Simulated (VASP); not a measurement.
Wanted: the native input for a VASP 6.6.1 run.

* Task: dielectric tensor
* Functional: PBEsol
* Potentials or basis: VASP PAW PBE potentials, release 64 (Pb_d, Cs_sv, Br)
* Cutoff: 520 eV
* k mesh: 5 × 5 × 5
* Occupations: gaussian, width 0.01 eV
* Spin: no spin polarisation
* Dipole correction: no
* Further INCAR settings: ALGO = Normal; EDIFF = 1e-08

The structure of CsPbBr3 lies in POSCAR:

```
CsPbBr3
1.0
    5.8700000000      0.0000000000      0.0000000000
    0.0000000000      5.8700000000      0.0000000000
    0.0000000000      0.0000000000      5.8700000000
Pb Cs Br
1 1 3
Direct
    0.5000000000      0.5000000000      0.5000000000
    0.0000000000      0.0000000000      0.0000000000
    0.5000000000      0.5000000000      0.0000000000
    0.5000000000      0.0000000000      0.5000000000
    0.0000000000      0.5000000000      0.5000000000
```

The input as run:

INCAR

```
  PREC = Accurate
  ENCUT = 520
  EDIFF = 1E-8
  ISMEAR = 0
  SIGMA = 0.01
  LREAL = F
  LASPH = T
  NELM = 80
  ALGO = Normal
  ISIF = 2
  LWAVE = F
  LCHARG = F
  GGA = PS
  LEPSILON = T
```

KPOINTS

```
regular mesh
0
Gamma
  5 5 5
```

Potentials or basis: VASP PAW PBE potentials, release 64 (Pb_d, Cs_sv, Br).

Launch:

```console
$ cat potpaw_PBE.64/Pb_d/POTCAR potpaw_PBE.64/Cs_sv/POTCAR potpaw_PBE.64/Br/POTCAR > POTCAR
$ mpirun -np 1 vasp_std > vasp.out
```

It gave:

```
Band gap on the k mesh                  : 2.58 eV, direct
Electronic dielectric tensor (diagonal) : 4.29
Born charges (mean of the diagonal)     : Pb +4.24; Cs +1.26; Br -1.83 e
```

Caveat: spin-orbit coupling is left out, which moves the levels of the heavy elements.

It took 10 min on 1 thread of AMD EPYC 9R45 96-Core Processor (Zen 5), with other jobs on the host, peak memory 0.52 GiB.
